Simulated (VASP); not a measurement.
Ti4Be3Al6Ni3, 16 atoms in the cell. The cell holds a disordered packing, 16 atoms: a = 5.967 Å, b = 6.321 Å, c = 6.092 Å, α = 91.58°, β = 88.30°, γ = 91.60°. 

* Program: VASP 6.6.1
* Task: single point
* Functional: PBE
* Potentials or basis: VASP PAW PBE potentials, release 64 (Al, Ti_sv, Be, Ni)
* Cutoff: 520 eV
* k mesh: 1 × 1 × 1, shifted
* Occupations: fermi-dirac, width 0.131 eV
* Spin: no spin polarisation
* Dipole correction: no
* Further INCAR settings: LREAL = Auto; ALGO = Normal; EDIFF = 1e-06; NBANDS = 65; ISYM = 0

Potentials or basis: VASP PAW PBE potentials, release 64 (Al, Ti_sv, Be, Ni).

The run is started by

```bash
$ cat potpaw_PBE.64/Al/POTCAR potpaw_PBE.64/Ti_sv/POTCAR potpaw_PBE.64/Be/POTCAR potpaw_PBE.64/Ni/POTCAR > POTCAR
$ mpirun -np 1 vasp_std > vasp.out
```

Hardware: 1 thread of Intel Xeon 8259CL, on a shared host.

Problem. How long does it take, and how much memory?

Solution. Run time: 100 s on 1 thread of Intel Xeon 8259CL, on a shared host, peak memory 0.32 GiB. Counts: scf iterations 22, k points 1.
